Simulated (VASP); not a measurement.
Runs of VASP 6.6.1 on Si. The structure is that of space group P6_3/mmc (No. 194), or close to it. The cells are those of the table. This isn't the form of Si at room conditions, which is diamond.

```csv
task,cell,k mesh,gap on the mesh (eV),pressure (GPa),relaxed volume (Å³/atom)
relaxation of cell and atoms,"relaxed from a = 2.444, b = 2.444, c = 4.152 Å, angles 90.0, 90.0, 120.0°, 2 atoms",9 × 9 × 6,none,-0.1,14.01
single point,"a = 2.663, b = 2.663, c = 4.551 Å, angles 90.0, 90.0, 120.0°, 2 atoms",18 × 18 × 10,none,(a),-
single point,"a = 2.670, b = 2.670, c = 4.517 Å, angles 90.0, 90.0, 120.0°, 2 atoms",9 × 9 × 6,none,0.3,-
relaxation of cell and atoms,"relaxed from a = 2.670, b = 2.670, c = 4.517 Å, angles 90.0, 90.0, 120.0°, 2 atoms",18 × 18 × 10,none,0.0,13.99
```

Alike in all rows: level PBEsol; potentials or basis VASP PAW PBE potentials, release 64 (Si); no spin polarisation; smearing gaussian 0.1 eV.

Estimate the missing entries.

(a) 0.1.

Caveats: the PAW data sets were made with another functional, which shifts forces and pressure a little; the volume moved by over 15 % at a fixed basis, so the end points are rough (at least some runs).

A gap of «none» marks levels without a gap at the run's occupations.
